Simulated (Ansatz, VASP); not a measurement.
# ZrC: VASP beside Ansatz

Contents of INCAR:

```
SYSTEM = ZrC
PREC     = Accurate       ! precision mode
ENCUT    = 520            ! plane-wave cutoff, eV
EDIFF    = 1E-7           ! SCF threshold, eV
ISMEAR   = 0              ! smearing method
SIGMA    = 0.1            ! smearing width, eV
LREAL    = .FALSE.        ! projectors in reciprocal space
LASPH    = .TRUE.         ! aspherical terms in the spheres
NELM     = 60             ! most SCF steps
ALGO     = Normal         ! electronic algorithm
ISIF     = 2              ! what is computed and relaxed
LWAVE    = .FALSE.        ! write WAVECAR
LCHARG   = .FALSE.        ! write CHGCAR
GGA      = PS             ! functional
NBANDS   = 15             ! bands
```

KPOINTS

```
Automatic mesh
0
G
  11 11 15
  0 0 0
```

The input POSCAR:

```
ZrC
1.0
    3.2733713419     -0.0000000421      0.0005247939
   -0.0000000421      3.2733713419      0.0005247939
    1.6370637941      1.6370637941      2.3433567315
Zr C
1 1
Direct
    0.0000000000      0.0000000000      0.0000000000
    0.5000000000      0.5000000000      0.0000000000
```

Input for Ansatz:

```yaml
crystal:
  lattice:
    - [3.2733713419, -4.21e-08, 0.0005247939]
    - [-4.21e-08, 3.2733713419, 0.0005247939]
    - [1.6370637941, 1.6370637941, 2.3433567315]
  atoms:
    - { symbol: Zr, position: [0.0, 0.0, 0.0] }
    - { symbol: C, position: [0.5, 0.5, 0.0] }
basis:
  ecutwfc: 420
kpoints:
  mp_grid: { grid: [11, 11, 15] }
hamiltonian:
  xc: pbesol
scf:
  occupations: { method: gaussian, width: 0.1 }
output:
  forces: true
  stress: true
  eigenvalues: true
```

Change from the starting cell: band edges of the strained film's bulk.

Alike in both runs: task single point; functional PBEsol; k mesh 11 × 11 × 15; occupations gaussian, width 0.1 eV; no spin polarisation.

```csv
,VASP,Ansatz
version,VASP 6.6.1,Ansatz 0.2.0
potentials or method,"VASP PAW PBE potentials, release 64 (Zr_sv, C), cutoff 520 eV","scalar-relativistic, plane waves, PAW"
valence electrons in the cell,16,16
```

```csv
,VASP,Ansatz,Ansatz less VASP
gap on the k mesh at the Fermi level (eV),none,none,-
pressure (GPa),3.8,3.4,-0.40
"traceless stress, the component that is largest in VASP (GPa)",-3.40,-3.38,+0.023
```

VASP's potentials were made for PBE, not for PBEsol. A gap of «none» marks a metal or a gap that the smearing closes.
